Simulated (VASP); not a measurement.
Here is a VASP 6.6.1 calculation.

The input INCAR:

```
  ALGO = Normal
  EDIFF = 1E-6
  ENCUT = 520
  ISIF = 2
  ISMEAR = 1
  LASPH = True
  LCHARG = True
  LELF = True
  LREAL = False
  LVHAR = True
  LWAVE = False
  NBANDS = 22
  NELM = 80
  PREC = Accurate
  SIGMA = 0.05
```

KPOINTS

```
k-points
0
Gamma
  6 6 3
```

Contents of POSCAR:

```
Bi
1.0
    3.2383762460      0.0000000000      0.0000000000
    0.0000000000      3.2216433200      0.0000000000
   -0.0804548793      0.0000000000      6.4438887882
Bi
2
Direct
    0.5553360000      0.0007030000      0.7502840000
    0.4583770000      0.0127120000      0.2414060000
```

Potentials or basis: VASP PAW LDA potentials, release 64 (Bi_d).

Command:

```bash
$ cat potpaw_LDA.64/Bi_d/POTCAR > POTCAR
$ mpirun -np 1 vasp_std > vasp.out
```

(1) Predict the largest force.

(2) What does it give for the pressure?

(3) Predict the band gap on the k mesh.

Answers

(1) 0.198 eV/Å.

(2) -1.3 GPa.

(3) zero (band 15 reaches 10.14 eV, above the bottom of band 16 at 4.63 eV).

Caveat: spin-orbit coupling is left out, which moves the levels of the heavy elements.
